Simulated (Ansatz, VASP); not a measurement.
**SiNi2 in VASP and in Ansatz**

Contents of POSCAR:

```
SiNi2
1.0
    3.9856318685      0.0000000000      0.0000000000
   -1.9928159342      3.4516584482      0.0000000000
    0.0000000000      0.0000000000      4.8529090030
Si Ni
2 4
Direct
    0.3333333333      0.6666666667      0.7500000000
    0.6666666667      0.3333333333      0.2500000000
    0.0000000000      0.0000000000      0.0000000000
    0.0000000000      0.0000000000      0.5000000000
    0.3333333333      0.6666666667      0.2500000000
    0.6666666667      0.3333333333      0.7500000000
```

INCAR.step1

```
PREC = Accurate
ENCUT = 520
ISMEAR = 0
SIGMA = 0.15
LREAL = F
LASPH = T
NELM = 60
NBANDS = 33
GGA = PE
ALGO = Normal
EDIFF = 1E-4
LWAVE = T
LCHARG = F
```

The input INCAR.step2:

```
PREC = Accurate
ENCUT = 520
EDIFF = 1E-6
ISMEAR = 0
SIGMA = 0.15
LREAL = F
LASPH = T
NELM = 60
ALGO = Normal
ISIF = 2
LWAVE = F
LCHARG = F
METAGGA = R2SCAN
LMIXTAU = T
NBANDS = 33
ISTART = 1
```

The input KPOINTS:

```
regular mesh
0
Gamma
  12 12 10
```

Input for Ansatz:

```yaml
crystal:
  lattice:
    - [3.9856318685, 0.0, 0.0]
    - [-1.9928159342, 3.4516584482, 0.0]
    - [0.0, 0.0, 4.852909003]
  atoms:
    - { symbol: Si, position: [0.3333333333, 0.6666666667, 0.75] }
    - { symbol: Si, position: [0.6666666667, 0.3333333333, 0.25] }
    - { symbol: Ni, position: [0.0, 0.0, 0.0] }
    - { symbol: Ni, position: [0.0, 0.0, 0.5] }
    - { symbol: Ni, position: [0.3333333333, 0.6666666667, 0.25] }
    - { symbol: Ni, position: [0.6666666667, 0.3333333333, 0.75] }
basis:
  ecutwfc: 500
kpoints:
  mp_grid: { grid: [12, 12, 10] }
hamiltonian:
  xc: r2scan
scf:
  occupations: { method: gaussian, width: 0.15 }
output:
  forces: true
  stress: true
  eigenvalues: true
```

Change from the starting cell: strain +0.030 along x and y, -0.015 along z, atoms carried along.

Alike in both runs: task single point; functional r2SCAN; k mesh 12 × 12 × 10; occupations gaussian, width 0.15 eV; no spin polarisation.

|  | VASP | Ansatz |
| --- | --- | --- |
| version | VASP 6.6.1 | Ansatz 0.2.0 |
| potentials or method | VASP PAW PBE potentials, release 64 (Si, Ni), cutoff 520 eV | scalar-relativistic, plane waves, PAW |
| valence electrons in the cell | 48 | 80 |

Ansatz gave:

```
gap on the k mesh at the Fermi level (eV)                     : none
pressure (GPa)                                                : -9.5
traceless stress, the component that is largest in VASP (GPa) : 8.74
```

Q: Which values does VASP return?

A: gap on the k mesh at the Fermi level (eV): none; pressure (GPa): -9.2; traceless stress, the component that is largest in VASP (GPa): 8.67.

VASP's potentials were made for PBE, not for r2SCAN. A gap of «none» marks a metal or a gap that the smearing closes. VASP's potentials hold 48 valence electrons a cell and Ansatz's 80, so a difference there can come from the potentials and not from the codes.
